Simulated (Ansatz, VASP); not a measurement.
# NaH: VASP beside Ansatz

```
CELL_PARAMETERS angstrom
3.97283 0.00000 0.00000
-1.98641 3.44057 0.00000
0.00000 0.00000 4.87784
ATOMIC_POSITIONS crystal
Na 0.33333 0.66667 0.25000
Na 0.66667 0.33333 0.75000
H 0.33333 0.66667 0.75000
H 0.66667 0.33333 0.25000
```

Alike in both runs: task single point; functional r2SCAN; k mesh 6 × 6 × 6; occupations gaussian, width 0.02 eV; no spin polarisation.

|  | VASP | Ansatz |
| --- | --- | --- |
| version | VASP 6.6.1 | Ansatz 0.2.0 |
| potentials or method | VASP PAW PBE potentials, release 64 (Na_pv, H), cutoff 520 eV | scalar-relativistic, plane waves, PAW |
| valence electrons in the cell | 16 | 20 |

```tsv
	VASP	Ansatz	Ansatz less VASP
gap on the k mesh at the Fermi level (eV)	3.69	3.68	-0.009
least direct gap on the mesh (eV)	4.56	4.56	+0.004
pressure (GPa)	-0.6	-0.4	+0.20
traceless stress, the component that is largest in VASP (GPa)	-0.18	-0.12	+0.055
```

VASP's potentials were made for PBE, not for r2SCAN. VASP's potentials hold 16 valence electrons a cell and Ansatz's 20, so a difference there can come from the potentials and not from the codes.
